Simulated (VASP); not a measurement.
Set up this calculation in VASP 6.6.1, as the native input.

```
Task                   : single point
Functional             : LDA
Potentials or basis    : VASP PAW LDA potentials, release 64 (S, Be)
Cutoff                 : 520 eV
k mesh                 : 9 × 9 × 9
Occupations            : fermi-dirac, width 0.05 eV
Spin                   : no spin polarisation
Dipole correction      : no
Further INCAR settings : ALGO = Normal; EDIFF = 1e-07; NBANDS = 11
```

The structure of BeS lies in POSCAR:

```
BeS
1.0
    0.0000000000      2.4725610944      2.4725610944
    2.4725610944      0.0000000000      2.4725610944
    2.4725610944      2.4725610944      0.0000000000
S Be
1 1
Direct
    0.7500000000      0.7500000000      0.7500000000
    0.0000000000      0.0000000000      0.0000000000
```

This cell differs from its parent crystal: volume scaled by 1.06.

One way to write it, as run:

INCAR

```
PREC = Accurate
ENCUT = 520
EDIFF = 1E-7
ISMEAR = -1
SIGMA = 0.05
LREAL = F
LASPH = T
NELM = 80
ALGO = Normal
ISIF = 2
LWAVE = F
LCHARG = F
GGA = CA
NBANDS = 11
```

KPOINTS

```
regular mesh
0
Gamma
  9 9 9
```

Potentials or basis: VASP PAW LDA potentials, release 64 (S, Be).

Command:

```bash
$ cat potpaw_LDA.64/S/POTCAR potpaw_LDA.64/Be/POTCAR > POTCAR
$ mpirun -np 1 vasp_std > vasp.out
```

It gave:

| Property | Result |
| --- | --- |
| Pressure | -7.8 GPa |
| Band gap on the k mesh | 3.11 eV, indirect (least direct gap 5.20 eV) |

Run time: 27 s on 1 thread of AMD EPYC 7R13, on a shared host, peak memory 0.11 GiB.
